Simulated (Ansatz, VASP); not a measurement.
## One calculation of ZrS, two programs

```
Zr S
1.0
     0.00000    3.09154    3.09154
     3.09154    0.00000    3.09154
     3.09154    3.09154    0.00000
Zr S
1 1
Cartesian
  0.0000 0.0000 0.0000
  3.0915 3.0915 3.0915
```

Alike in both runs: functional r2SCAN; k mesh 1 × 1 × 1; occupations gaussian, width 0.1 eV; no spin polarisation.

Ansatz relaxed the structure, and its values are those at the end. VASP's run is a single point on that final structure, the one shown.

|  | VASP | Ansatz |
| --- | --- | --- |
| version | VASP 6.6.1 | Ansatz 0.2.0 |
| potentials or method | VASP PAW PBE potentials, release 64 (Zr_sv, S), cutoff 520 eV | scalar-relativistic, plane waves, PAW |
| valence electrons in the cell | 18 | 18 |

|  | VASP | Ansatz | Ansatz less VASP |
| --- | --- | --- | --- |
| pressure (GPa) | 0.0 | 0.0 | +0.03 |

VASP's potentials were made for PBE, not for r2SCAN. The functional is the same, so the differences come from potentials, cutoffs and numerics.

The k mesh is coarse, so the values compare programs but aren't converged.
